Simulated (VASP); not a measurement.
Mg, 2 atoms in the cell. It takes space group P6_3/mmc (No. 194, hexagonal). Conventional cell: a = 3.209 Å, b = 3.209 Å, c = 5.210 Å, α = 90.00°, β = 90.00°, γ = 120.00°. Mg (site symmetry -6m2) has 12 Mg at 3.20 to 3.21 Å within 4.2 Å. 

* Program: VASP 6.6.1
* Task: relaxation of cell and atoms
* Functional: RPBE
* Dispersion: D3(BJ)
* Potentials or basis: VASP PAW PBE potentials, release 64 (Mg)
* Cutoff: 600 eV
* k mesh: 10 × 10 × 5
* Occupations: fermi-dirac, width 0.05 eV
* Spin: no spin polarisation
* Dipole correction: no
* Further INCAR settings: ALGO = Normal; EDIFF = 1e-07; IBRION = 2; EDIFFG = -0.005; NSW = 80; ISIF = 3

Potentials or basis: VASP PAW PBE potentials, release 64 (Mg).

Launch:

```console
$ cat potpaw_PBE.64/Mg/POTCAR > POTCAR
$ mpirun -np 1 vasp_std > vasp.out
```

Hardware: 1 thread of Intel(R) Xeon(R) Platinum 8488C (Sapphire Rapids), on a shared host.

Task: Estimate the wall time of this run.

Result: Wall time 35 s on 1 thread of Intel(R) Xeon(R) Platinum 8488C (Sapphire Rapids), with other jobs on the host, peak memory 0.2 GiB. Counts: scf iterations 41, k points 42, ion steps 7.
